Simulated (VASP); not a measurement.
# KTaO3 (R-3m) in VASP: a series of runs

Runs on KTaO3. Level: PBE. Tasks: single point.

Program: VASP 6.6.1. These are calculated values, not measurements. Logs are shortened: lines on timing, memory, paths and dates and some standing lists are left out, and cuts for length are marked.

## (1) The cell of the first run

It takes space group R-3m (No. 166, trigonal). The conventional cell has a = 5.725 Å, b = 5.725 Å, c = 6.701 Å, α = 90.00°, β = 90.00°, γ = 120.00°. Within 3.7 Å of K (site symmetry -3m) lie 12 O at 2.78 to 2.86 Å and 8 Ta at 3.35 to 3.49 Å. Ta (site symmetry -3m) has 6 O at 1.99 Å within 2.6 Å. O (site symmetry 2/m) has 2 Ta at 1.99 Å within 2.6 Å.

## (2) Single point, PBE (equal xy, yz and zx shear strains of -3 %)

The input, INCAR:

```
SYSTEM = KTaO3
ALGO = Normal ; EDIFF = 1E-6
ENCUT = 520 ; GGA = PE
ISIF = 2 ; ISMEAR = -1
LASPH = .TRUE. ; LCHARG = .FALSE.
LREAL = .FALSE. ; LWAVE = .FALSE.
NBANDS = 27 ; NELM = 60
PREC = Accurate ; SIGMA = 0.01
```

The input, KPOINTS:

```
k-points
0
G
  5 5 5
  0 0 0
```

The input, POSCAR:

```
KTaO3
1.0
    3.9883000000     -0.0598245000     -0.0598245000
   -0.0598245000      3.9883000000     -0.0598245000
   -0.0598245000     -0.0598245000      3.9883000000
K Ta O
1 1 3
Direct
    0.5000000000      0.5000000000      0.5000000000
    0.0000000000      0.0000000000      0.0000000000
    0.5000000000      0.0000000000      0.0000000000
    0.0000000000      0.5000000000      0.0000000000
    0.0000000000      0.0000000000      0.5000000000
```

Potentials or basis: VASP PAW PBE potentials, release 64 (K_sv, Ta_pv, O).

The run is started by

```console
> cat potpaw_PBE.64/K_sv/POTCAR potpaw_PBE.64/Ta_pv/POTCAR potpaw_PBE.64/O/POTCAR > POTCAR
> mpirun -np 1 vasp_std > vasp.out
```

OUTCAR:

```text
SYSTEM = KTaO3
   EDIFF = 1E-6
   ENCUT = 520
   GGA = PE
   ISIF = 2
   ISMEAR = -1
   LASPH = .TRUE.
   LREAL = .FALSE.
   NELM = 60
   PREC = Accurate

 ion  position               nearest neighbor table
   1  0.500  0.500  0.500-   3 2.78   4 2.78   5 2.78   3 2.78   4 2.78   5 2.78   5 2.86   3 2.86
                             4 2.86   5 2.86   4 2.86   3 2.86   2 3.35   2 3.35   2 3.49   2 3.49
   2  0.000  0.000  0.000-   3 1.99   4 1.99   5 1.99   5 1.99   4 1.99   3 1.99   1 3.35   1 3.35
                             1 3.49   1 3.49   1 3.49   1 3.49   1 3.49   1 3.49
   3  0.500  0.000  0.000-   2 1.99   2 1.99   1 2.78   1 2.78   1 2.86   1 2.86
   4  0.000  0.500  0.000-   2 1.99   2 1.99   1 2.78   1 2.78   1 2.86   1 2.86
   5  0.000  0.000  0.500-   2 1.99   2 1.99   1 2.78   1 2.78   1 2.86   1 2.86

  LATTYP: Found a trigonal (rhomboedric) cell.
 ALAT       =     3.9891972666
 COS(alpha) =    -0.0297616073

  Lattice vectors:

 A1 = (   3.9883000000,  -0.0598245000,  -0.0598245000)
 A2 = (  -0.0598245000,   3.9883000000,  -0.0598245000)
 A3 = (  -0.0598245000,  -0.0598245000,   3.9883000000)

Analysis of symmetry for initial positions (statically):
=====================================================================
 Subroutine PRICEL returns:
 Original cell was already a primitive cell.

 Routine SETGRP: Setting up the symmetry group for a
 trigonal (rhombohedral) supercell.

 Subroutine GETGRP returns: Found 12 space group operations
 (whereof 12 operations were pure point group operations)
 out of a pool of 12 trial point group operations.

The static configuration has the point symmetry D_3d.

Analysis of symmetry for dynamics (positions and initial velocities):
=====================================================================
 Subroutine PRICEL returns:
 Original cell was already a primitive cell.

 Routine SETGRP: Setting up the symmetry group for a
 trigonal (rhombohedral) supercell.

 Subroutine GETGRP returns: Found 12 space group operations
 (whereof 12 operations were pure point group operations)
 out of a pool of 12 trial point group operations.

The dynamic configuration has the point symmetry D_3d.

 Subroutine INISYM returns: Found 12 space group operations
 (whereof 12 operations are pure point group operations),
 and found     1 'primitive' translations

[... 88 lines left out ...]
   ISPIN  =      1    spin polarized calculation?
   LNONCOLLINEAR =      F non collinear calculations
   LSORBIT =      F    spin-orbit coupling
   LASPH  =      T    aspherical Exc in radial PAW
   ENCUT  =  520.0 eV  38.22 Ry    6.18 a.u.   7.42  7.42  7.42*2*pi/ulx,y,z
   NELM   =     60;   NELMIN=  2; NELMDL= -5     # of ELM steps
   EDIFF  = 0.1E-05   stopping-criterion for ELM
   LREAL  =      F    real-space projection
   EDIFFG = 0.1E-04   stopping-criterion for IOM
   NSW    =      0    number of steps for IOM
   IBRION =     -1    ionic relax: 0-MD 1-quasi-New 2-CG
   NFREE  =      0    steps in history (QN), initial steepest desc. (CG)
   ISIF   =      2    stress and relaxation
   ISYM   =      2    0-nonsym 1-usesym 2-fastsym
   POTIM  = 0.5000    time-step for ionic-motion
   TEBEG  =    0.0;   TEEND  =   0.0 temperature during run
   PSTRESS=    0.0 pullay stress
   NELECT =      38.0000    total number of electrons
   NUPDOWN=      -1.0000    fix difference up-down
   EMIN   =  10.00;   EMAX   =-10.00  energy-range for DOS
   EFERMI =   0.00;   METHOD = LEGACY
   ISMEAR =    -1;   SIGMA  =   0.01  broadening in eV -4-tet -1-fermi 0-gaus
   EFERMI_NEDOS =   21; number of points for ismear=-14 and -15
   IALGO  =     38    algorithm
   IMIX   =      4    mixing-type and parameters
     AMIX     =   0.40;   BMIX     =  1.00
     AMIX_MAG =   1.60;   BMIX_MAG =  1.00
  volume/ion in A,a.u.               =      12.68        85.56
  Fermi-wavevector in a.u.,A,eV,Ry     =   1.380322  2.608430 25.923012  1.905288
  Thomas-Fermi vector in A             =   2.505209
   LORBIT       =      0    0 simple, 1 ext, 2 COOP (PROOUT), +10 PAW based schemes
   GGA     = PE    functional components
[... 5 lines left out ...]
 non-spin polarized calculation
  energy-cutoff  :      520.00
  volume of cell :       63.40
 maximum number of plane-waves:      1731
 NGX is ok and might be reduce to    30
   NGX = 15   NGY = 15   NGZ = 15

 number of electron      37.9999970 magnetization

 Free energy of the ion-electron system (eV)
  ---------------------------------------------------
  ext. energy  EPLUGINS =         0.00000000
  ---------------------------------------------------
  free energy    TOTEN  =       -40.96868933 eV

  energy without entropy =      -40.96868933  energy(sigma->0) =      -40.96868933

 E-fermi :   1.9512     XC(G=0): -10.8773

 val. band max:        1.7168633832   @ k =  -0.4000   0.4000   0.4000
 cond. band min:       3.8740365782   @ k =   0.0000   0.0000   0.0000
 fundamental gap:      2.1571731949
 Fermi energy:         1.9511990417

 k-point     1 :       0.0000    0.0000    0.0000
  band No.  band energies     occupation
      1     -32.3527      2.00000
      2     -32.3096      2.00000
      3     -32.3096      2.00000
      4     -25.5185      2.00000
      5     -15.7426      2.00000
      6     -15.0285      2.00000
[... 559 lines left out ...]
     26      13.1202      0.00000
     27      13.5772      0.00000

------------------------ aborting loop because EDIFF is reached ----------------------------------------

  FORCE on cell =-STRESS in cart. coord.  units (eV):
  Direction    XX          YY          ZZ          XY          YZ          ZX
  --------------------------------------------------------------------------------------
  -------------------------------------------------------------------------------------
  Total        2.4528498      2.4528498      2.4528498      1.2028853      1.2028853      1.2028853
  in kB       61.9889464     61.9889464     61.9889464     30.3995769     30.3995769     30.3995769
  external PRESSURE =      61.9889464 kB  Pullay stress =       0.0000000 kB

 VOLUME and BASIS-vectors are now :
 -----------------------------------------------------------------------------
  energy-cutoff  :      520.00
  volume of cell :       63.40
      direct lattice vectors                 reciprocal lattice vectors
     3.988300000 -0.059824500 -0.059824500     0.250847996  0.003820020  0.003820020
    -0.059824500  3.988300000 -0.059824500     0.003820020  0.250847996  0.003820020
    -0.059824500 -0.059824500  3.988300000     0.003820020  0.003820020  0.250847996

 POSITION                                       TOTAL-FORCE (eV/Angst)
 -----------------------------------------------------------------------------------
      1.93433      1.93433      1.93433        -0.000000      0.000000      0.000000
      0.00000      0.00000      0.00000         0.000000      0.000000      0.000000
      1.99415     -0.02991     -0.02991         0.000000     -0.000000      0.000000
     -0.02991      1.99415     -0.02991        -0.000000     -0.000000      0.000000
     -0.02991     -0.02991      1.99415         0.000000     -0.000000     -0.000000
 -----------------------------------------------------------------------------------
    total drift:                                0.000000     -0.000000      0.000000

  FREE ENERGIE OF THE ION-ELECTRON SYSTEM (eV)
  ---------------------------------------------------
  free  energy   TOTEN  =       -40.9686893330 eV

  energy  without entropy=      -40.9686893329  energy(sigma->0) =      -40.96868933
```

Wall time 22 s (1 thread of Intel Xeon 6975P-C, shared host); peak memory 0.19 GiB.

Results:

```
Free energy            : -40.9687 eV
Pressure               : 6.2 GPa
Band gap on the k mesh : 2.16 eV, indirect (least direct gap 2.56 eV)
```

Stress tensor (GPa, compression positive):
```
6.20 3.04 3.04
3.04 6.20 3.04
3.04 3.04 6.20
```

Levels at points of the mesh, in eV from the valence-band top:
```
           k point  band 15  band 16  band 17  band 18  band 19  band 20  band 21  band 22  band 23  band 24
(0.00, 0.00, 0.00)    -0.93    -0.93    -0.55    -0.55    -0.40     2.16     2.30     2.30     6.73     6.84
```

Caveat: the cell differs from its parent crystal (equal xy, yz and zx shear strains of -3 %); spin-orbit coupling is left out, which moves the levels of the heavy elements. A k mesh can miss the band edges.

## (3) Single point, PBE (equal xy, yz and zx shear strains of -1 %)

The input, INCAR:

```
ALGO = Normal
EDIFF = 1E-6
ENCUT = 520
GGA = PE
ISIF = 2
ISMEAR = -1
LASPH = T
LCHARG = F
LREAL = F
LWAVE = F
NBANDS = 27
NELM = 100
PREC = Accurate
SIGMA = 0.01
```

The input, KPOINTS:

```
k-points
0
Gamma
  5 5 5
```

Edit POSCAR of step 2 so:

```diff
@@ -2,5 +2,5 @@
 1.0
-    3.9883000000     -0.0598245000     -0.0598245000
-   -0.0598245000      3.9883000000     -0.0598245000
-   -0.0598245000     -0.0598245000      3.9883000000
+    3.9883000000     -0.0199415000     -0.0199415000
+   -0.0199415000      3.9883000000     -0.0199415000
+   -0.0199415000     -0.0199415000      3.9883000000
 K Ta O
```

Potentials or basis: VASP PAW PBE potentials, release 64 (K_sv, Ta_pv, O).

The run is started by

```console
> cat potpaw_PBE.64/K_sv/POTCAR potpaw_PBE.64/Ta_pv/POTCAR potpaw_PBE.64/O/POTCAR > POTCAR
> mpirun -np 1 vasp_std > vasp.out
```

Wall time 24 s (1 thread of Intel Xeon 6975P-C, shared host); peak memory 0.18 GiB.

It converged, with:

```yaml
Free_energy: -41.0188 eV
Pressure: 6.1 GPa
Band_gap_on_the_k_mesh: 2.25 eV, indirect (least direct gap 2.72 eV)
```

Stress tensor (GPa, compression positive):
```
6.10 1.01 1.01
1.01 6.10 1.01
1.01 1.01 6.10
```

Levels at points of the mesh, in eV from the valence-band top:
| k point | band 15 | band 16 | band 17 | band 18 | band 19 | band 20 | band 21 | band 22 | band 23 | band 24 |
| --- | --- | --- | --- | --- | --- | --- | --- | --- | --- | --- |
| (0.00, 0.00, 0.00) | -0.93 | -0.93 | -0.53 | -0.53 | -0.47 | 2.25 | 2.29 | 2.29 | 6.74 | 6.87 |

Caveat: the cell differs from its parent crystal (equal xy, yz and zx shear strains of -1 %); spin-orbit coupling is left out, which moves the levels of the heavy elements. A k mesh can miss the band edges.
